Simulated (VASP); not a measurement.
## Mg: single point with LDA

Crystal: Mg.

```
CELL_PARAMETERS angstrom
-1.44697 1.44697 1.47650
1.44697 -1.44697 1.47650
1.44697 1.44697 -1.47650
ATOMIC_POSITIONS crystal
Mg 0.00000 0.00000 0.00000
```

This cell differs from its parent crystal: equal xx and yy strain of -2 %.

```json
{"Program": "VASP 6.6.1", "Task": "single point", "Functional": "LDA", "Potentials or basis": "VASP PAW LDA potentials, release 64 (Mg)", "Cutoff": "520 eV", "k mesh": "19 × 19 × 19", "Occupations": "fermi-dirac, width 0.03 eV", "Spin": "no spin polarisation"}
```

| Item | Value |
| --- | --- |
| Pressure | 65.3 GPa |
| Band gap on the k mesh | zero (bands 1 and 2 overlap by 4.36 eV) |

Stress tensor (GPa, compression positive):
```
65.37  0.00  0.00
 0.00 65.37  0.00
 0.00  0.00 65.23
```

Levels at points of the mesh, in eV from the Fermi level:
```tsv
k point	band 1	band 2	band 3	band 4
(0.00, 0.00, 0.00)	-10.07	17.38	17.38	17.98
```

Run time: 21 s on 1 thread of Intel(R) Xeon(R) Platinum 8488C (Sapphire Rapids), with other jobs on the host, peak memory 0.16 GiB.

Caveat: the cell differs from its parent crystal (equal xx and yy strain of -2 %); the cell stands under pressure.
